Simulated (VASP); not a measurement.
# Be3BiN (Pm-3m) in VASP: single point with PBE

Aim: the single point of Be3BiN with PBE.

Everything below comes from runs of VASP 6.6.1. Logs are shortened: lines on timing, memory, paths and dates and some standing lists are left out, and cuts for length are marked.

## (1) The cell of the first run

Symmetry: Pm-3m, No. 221, cubic system. Conventional cell: a = 3.862 Å, b = 3.862 Å, c = 3.862 Å, α = 90.00°, β = 90.00°, γ = 90.00°. Within 2.6 Å of Be (site symmetry 4/mmm) lie 2 N at 1.93 Å. Within 3.6 Å of Bi (site symmetry m-3m) lie 12 Be at 2.73 Å and 8 N at 3.34 Å. Within 2.6 Å of N (site symmetry m-3m) lie 6 Be at 1.93 Å.

## (2) Single point, PBE

INCAR reads:

```
PREC = Accurate ; ENCUT = 520
EDIFF = 1E-6 ; ISMEAR = 0
SIGMA = 0.1 ; LREAL = False
LASPH = True ; NELM = 60
ALGO = Normal ; ISIF = 2
LWAVE = False ; LCHARG = False
GGA = PE ; NBANDS = 21
```

KPOINTS reads:

```
regular mesh
0
Gamma
  10 10 10
```

POSCAR reads:

```
Be3BiN
1.0
    3.8621325596      0.0000000000      0.0000000000
    0.0000000000      3.8621325596      0.0000000000
    0.0000000000      0.0000000000      3.8621325596
Be Bi N
3 1 1
Direct
    0.5000000000      0.5000000000      0.0000000000
    0.0000000000      0.5000000000      0.5000000000
    0.5000000000      0.0000000000      0.5000000000
    0.0000000000      0.0000000000      0.0000000000
    0.5000000000      0.5000000000      0.5000000000
```

Potentials or basis: VASP PAW PBE potentials, release 64 (Be, Bi_d, N).

The run is started by

```sh
$ cat potpaw_PBE.64/Be/POTCAR potpaw_PBE.64/Bi_d/POTCAR potpaw_PBE.64/N/POTCAR > POTCAR
$ mpirun -np 1 vasp_std > vasp.out
```

OUTCAR:

```text
PREC = Accurate
   ENCUT = 520
   EDIFF = 1E-6
   ISMEAR = 0
   LREAL = False
   LASPH = True
   NELM = 60
   ISIF = 2
   GGA = PE

 ion  position               nearest neighbor table
   1  0.500  0.500  0.000-   5 1.93   5 1.93   4 2.73   4 2.73   4 2.73   4 2.73
   2  0.000  0.500  0.500-   5 1.93   5 1.93   4 2.73   4 2.73   4 2.73   4 2.73
   3  0.500  0.000  0.500-   5 1.93   5 1.93   4 2.73   4 2.73   4 2.73   4 2.73
   4  0.000  0.000  0.000-   1 2.73   2 2.73   3 2.73   2 2.73   3 2.73   1 2.73   2 2.73   2 2.73
                             1 2.73   3 2.73   3 2.73   1 2.73
   5  0.500  0.500  0.500-   1 1.93   2 1.93   3 1.93   1 1.93   3 1.93   2 1.93

  LATTYP: Found a simple cubic cell.
 ALAT       =     3.8621325596

  Lattice vectors:

 A1 = (   3.8621325596,   0.0000000000,   0.0000000000)
 A2 = (   0.0000000000,   3.8621325596,   0.0000000000)
 A3 = (   0.0000000000,   0.0000000000,   3.8621325596)

Analysis of symmetry for initial positions (statically):
=====================================================================
 Subroutine PRICEL returns:
 Original cell was already a primitive cell.

 Routine SETGRP: Setting up the symmetry group for a
 simple cubic supercell.

 Subroutine GETGRP returns: Found 48 space group operations
 (whereof 48 operations were pure point group operations)
 out of a pool of 48 trial point group operations.

The static configuration has the point symmetry O_h .

Analysis of symmetry for dynamics (positions and initial velocities):
=====================================================================
 Subroutine PRICEL returns:
 Original cell was already a primitive cell.

 Routine SETGRP: Setting up the symmetry group for a
 simple cubic supercell.

 Subroutine GETGRP returns: Found 48 space group operations
 (whereof 48 operations were pure point group operations)
 out of a pool of 48 trial point group operations.

The dynamic configuration has the point symmetry O_h .

 Subroutine INISYM returns: Found 48 space group operations
 (whereof 48 operations are pure point group operations),
 and found     1 'primitive' translations

----------------------------------------------------------------------------------------

                                     Primitive cell

  volume of cell :      57.6078

  direct lattice vectors                    reciprocal lattice vectors
     3.862132560  0.000000000  0.000000000     0.258924308  0.000000000  0.000000000
     0.000000000  3.862132560  0.000000000     0.000000000  0.258924308  0.000000000
[... 90 lines left out ...]
   NELM   =     60;   NELMIN=  2; NELMDL= -5     # of ELM steps
   EDIFF  = 0.1E-05   stopping-criterion for ELM
   LREAL  =      F    real-space projection
   EDIFFG = 0.1E-04   stopping-criterion for IOM
   NSW    =      0    number of steps for IOM
   IBRION =     -1    ionic relax: 0-MD 1-quasi-New 2-CG
   NFREE  =      0    steps in history (QN), initial steepest desc. (CG)
   ISIF   =      2    stress and relaxation
   ISYM   =      2    0-nonsym 1-usesym 2-fastsym
   POTIM  = 0.5000    time-step for ionic-motion
   TEBEG  =    0.0;   TEEND  =   0.0 temperature during run
   PSTRESS=    0.0 pullay stress
   NELECT =      26.0000    total number of electrons
   NUPDOWN=      -1.0000    fix difference up-down
   EMIN   =  10.00;   EMAX   =-10.00  energy-range for DOS
   EFERMI =   0.00;   METHOD = LEGACY
   ISMEAR =     0;   SIGMA  =   0.10  broadening in eV -4-tet -1-fermi 0-gaus
   EFERMI_NEDOS =   21; number of points for ismear=-14 and -15
   IALGO  =     38    algorithm
   IMIX   =      4    mixing-type and parameters
     AMIX     =   0.40;   BMIX     =  1.00
     AMIX_MAG =   1.60;   BMIX_MAG =  1.00
  volume/ion in A,a.u.               =      11.52        77.75
  Fermi-wavevector in a.u.,A,eV,Ry     =   1.255757  2.373036 21.455359  1.576924
  Thomas-Fermi vector in A             =   2.389498
   LORBIT       =      0    0 simple, 1 ext, 2 COOP (PROOUT), +10 PAW based schemes
   GGA     = PE    functional components
   LHFCALC =     F    Hartree Fock is set to
   AEXX    =    0.0000 exact exchange contribution
   IVDW    =     0    specifies the selected vdW correction
   LEPSILON=     F    determine dielectric tensor
   LRPA    =     F    only Hartree local field effects (RPA)
 non-spin polarized calculation
 Gauss-broadening in eV      SIGMA  =   0.10
  energy-cutoff  :      520.00
  volume of cell :       57.61
 maximum number of plane-waves:      1596
 NGX is ok and might be reduce to    30
   NGX = 15   NGY = 15   NGZ = 15

 number of electron      25.9999990 magnetization

 Free energy of the ion-electron system (eV)
  ---------------------------------------------------
  ext. energy  EPLUGINS =         0.00000000
  ---------------------------------------------------
  free energy    TOTEN  =       -21.96119527 eV

  energy without entropy =      -21.96073546  energy(sigma->0) =      -21.96096536

 E-fermi :   9.2553     XC(G=0): -11.0374

 val. band max:        9.2502435844   @ k =   0.5000   0.5000   0.0000
 cond. band min:       9.2892708800   @ k =   0.0000   0.0000   0.0000
 fundamental gap:      0.0390272956
 Fermi energy:         9.2552682941

 k-point     1 :       0.0000    0.0000    0.0000
  band No.  band energies     occupation
      1     -13.8016      2.00000
      2     -13.8016      2.00000
      3     -13.7495      2.00000
      4     -13.7495      2.00000
      5     -13.7495      2.00000
      6      -7.4177      2.00000
[... 565 lines left out ...]
     20      16.0870      0.00000
     21      17.1883      0.00000

 [... further k-points ...]
[... 5 lines left out ...]
  --------------------------------------------------------------------------------------
  -------------------------------------------------------------------------------------
  Total        0.0022122      0.0022122      0.0022122      0.0000000      0.0000000      0.0000000
  in kB        0.0615250      0.0615250      0.0615250      0.0000000      0.0000000      0.0000000
  external PRESSURE =       0.0615250 kB  Pullay stress =       0.0000000 kB

 VOLUME and BASIS-vectors are now :
 -----------------------------------------------------------------------------
  energy-cutoff  :      520.00
  volume of cell :       57.61
      direct lattice vectors                 reciprocal lattice vectors
     3.862132560  0.000000000  0.000000000     0.258924308  0.000000000  0.000000000
     0.000000000  3.862132560  0.000000000     0.000000000  0.258924308  0.000000000
     0.000000000  0.000000000  3.862132560     0.000000000  0.000000000  0.258924308

 POSITION                                       TOTAL-FORCE (eV/Angst)
 -----------------------------------------------------------------------------------
      1.93107      1.93107      0.00000         0.000000      0.000000      0.000000
      0.00000      1.93107      1.93107         0.000000      0.000000      0.000000
      1.93107      0.00000      1.93107         0.000000      0.000000      0.000000
      0.00000      0.00000      0.00000         0.000000      0.000000      0.000000
      1.93107      1.93107      1.93107         0.000000      0.000000      0.000000
 -----------------------------------------------------------------------------------
    total drift:                                0.000000      0.000000      0.000000

  FREE ENERGIE OF THE ION-ELECTRON SYSTEM (eV)
  ---------------------------------------------------
  free  energy   TOTEN  =       -21.9611952679 eV

  energy  without entropy=      -21.9607354569  energy(sigma->0) =      -21.96096536
```

OSZICAR:

```text
N       E                     dE             d eps       ncg     rms          rms(c)
DAV:   1     0.202882910691E+03    0.20288E+03   -0.12680E+04  2365   0.134E+03
DAV:   2    -0.219999814155E+01   -0.20508E+03   -0.19547E+03  2422   0.368E+02
DAV:   3    -0.231494641583E+02   -0.20949E+02   -0.20401E+02  2986   0.116E+02
DAV:   4    -0.238847058553E+02   -0.73524E+00   -0.73327E+00  2896   0.216E+01
DAV:   5    -0.239063291491E+02   -0.21623E-01   -0.21619E-01  3273   0.391E+00    0.753E+00
DAV:   6    -0.219789675170E+02    0.19274E+01   -0.11709E+01  3171   0.181E+01    0.306E+00
DAV:   7    -0.219924351027E+02   -0.13468E-01   -0.11054E+00  2632   0.554E+00    0.203E+00
DAV:   8    -0.220015384635E+02   -0.91034E-02   -0.57206E-01  2828   0.341E+00    0.141E+00
DAV:   9    -0.219589122232E+02    0.42626E-01   -0.20858E-01  3072   0.234E+00    0.268E-01
DAV:  10    -0.219611905462E+02   -0.22783E-02   -0.24236E-02  2700   0.836E-01    0.863E-02
DAV:  11    -0.219612934107E+02   -0.10286E-03   -0.80747E-04  3321   0.139E-01    0.684E-02
DAV:  12    -0.219611990287E+02    0.94382E-04   -0.24722E-04  3194   0.765E-02    0.229E-02
DAV:  13    -0.219611950942E+02    0.39346E-05   -0.69974E-05  2825   0.412E-02    0.185E-03
DAV:  14    -0.219611952679E+02   -0.17370E-06   -0.15684E-06  2277   0.904E-03
   1 F= -.21961195E+02 E0= -.21960965E+02  d E =-.459811E-03
```

stdout:

```text
POSCAR found type information on POSCAR BeBiN
 POSCAR found :  3 types and       5 ions
 scaLAPACK will be used
 LDA part: xc-table for (Slater+PW92), standard interpolation
 POSCAR, INCAR and KPOINTS ok, starting setup
 FFT: planning ... GRIDC
 FFT: planning ... GRID_SOFT
 FFT: planning ... GRID
 WAVECAR not read
 entering main loop
```

Wall time 52 s (1 thread of AMD EPYC 7R43 (Zen 3), shared host); peak memory 0.18 GiB.

What came out:

| Property | Result |
| --- | --- |
| Free energy | -21.9612 eV |
| Pressure | 0.0 GPa |
| Band gap on the k mesh | 0.04 eV, indirect (least direct gap 0.41 eV) |

Levels at points of the mesh, in eV from the valence-band top:
| k point | band 10 | band 11 | band 12 | band 13 | band 14 | band 15 | band 16 | band 17 |
| --- | --- | --- | --- | --- | --- | --- | --- | --- |
| (0.00, 0.00, 0.00) | -6.78 | -0.59 | -0.59 | -0.59 | 0.04 | 0.04 | 2.62 | 3.73 |
| (0.50, 0.00, 0.00) | -5.82 | -4.87 | -2.06 | -2.06 | 0.82 | 1.91 | 3.48 | 3.48 |
| (0.50, 0.50, 0.00) | -5.47 | -1.77 | -1.77 | 0.00 | 0.41 | 0.93 | 1.44 | 1.44 |
| (0.50, 0.50, 0.50) | -6.36 | -6.20 | -6.20 | -6.20 | 3.89 | 3.89 | 3.89 | 5.60 |

Caveat: spin-orbit coupling is left out, which moves the levels of the heavy elements. A k mesh can miss the band edges.
